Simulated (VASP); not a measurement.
Sb, 1 atom in the cell. Symmetry: Fm-3m, No. 225, cubic system. Conventional cell: a = 4.820 Å, b = 4.820 Å, c = 4.820 Å, α = 90.00°, β = 90.00°, γ = 90.00°. Sb (site symmetry m-3m) has 12 Sb at 3.41 Å within 4.5 Å. 

* Program: VASP 6.6.1
* Task: relaxation of cell and atoms
* Functional: LDA
* Potentials or basis: VASP PAW LDA potentials, release 64 (Sb)
* Cutoff: 600 eV
* k mesh: 15 × 15 × 15
* Occupations: fermi-dirac, width 0.1 eV
* Spin: no spin polarisation
* Dipole correction: no
* Further INCAR settings: ALGO = Normal; EDIFF = 1e-06; IBRION = 2; EDIFFG = -0.005; NSW = 60; ISIF = 3

Potentials or basis: VASP PAW LDA potentials, release 64 (Sb).

Command:

```bash
$ cat potpaw_LDA.64/Sb/POTCAR > POTCAR
$ mpirun -np 1 vasp_std > vasp.out
```

Hardware: 1 thread of Intel Xeon 6975P-C, with other jobs on the host.

How long does it take, and how much memory?

It took 34 s on 1 thread of Intel Xeon 6975P-C (shared host), peak memory 0.16 GiB. Counts: scf iterations 21, k points 120, ion steps 3.
